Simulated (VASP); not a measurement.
Wanted: the native input for a VASP 6.6.1 run.

```
Task                   : single point
Functional             : LDA
Potentials or basis    : VASP PAW LDA potentials, release 64 (Sc_sv, Zn)
Cutoff                 : 520 eV
k mesh                 : 6 × 6 × 6
Occupations            : gaussian, width 0.15 eV
Spin                   : no spin polarisation
Dipole correction      : no
Further INCAR settings : ALGO = Normal; EDIFF = 1e-06; NBANDS = 32
```

The structure of ScZn3 lies in POSCAR:

```
ScZn3
1.0
    0.0000000000      3.2384085350      3.2384085350
    3.2384085350      0.0000000000      3.2384085350
    3.2384085350      3.2384085350      0.0000000000
Sc Zn
1 3
Direct
    0.0000000000      0.0000000000      0.0000000000
    0.2500000000      0.2500000000      0.2500000000
    0.7500000000      0.7500000000      0.7500000000
    0.5000000000      0.5000000000      0.5000000000
```

One way to write it, as run:

INCAR

```
SYSTEM = ScZn3
PREC = Accurate
ENCUT = 520
EDIFF = 1E-6
ISMEAR = 0
SIGMA = 0.15
LREAL = .FALSE.
LASPH = .TRUE.
NELM = 100
ALGO = Normal
ISIF = 2
LWAVE = .FALSE.
LCHARG = .TRUE.
LELF = .TRUE.
LVHAR = .TRUE.
NBANDS = 32
```

KPOINTS

```
regular mesh
0
G
  6 6 6
  0 0 0
```

Potentials or basis: VASP PAW LDA potentials, release 64 (Sc_sv, Zn).

The run is started by

```bash
$ cat potpaw_LDA.64/Sc_sv/POTCAR potpaw_LDA.64/Zn/POTCAR > POTCAR
$ mpirun -np 1 vasp_std > vasp.out
```

Results of the run:

The pressure is -10.4 GPa.

Wall time 36 s on 1 thread of Intel(R) Xeon(R) Platinum 8375C CPU @ 2.90GHz (Ice Lake), with other jobs on the host, peak memory 0.18 GiB.
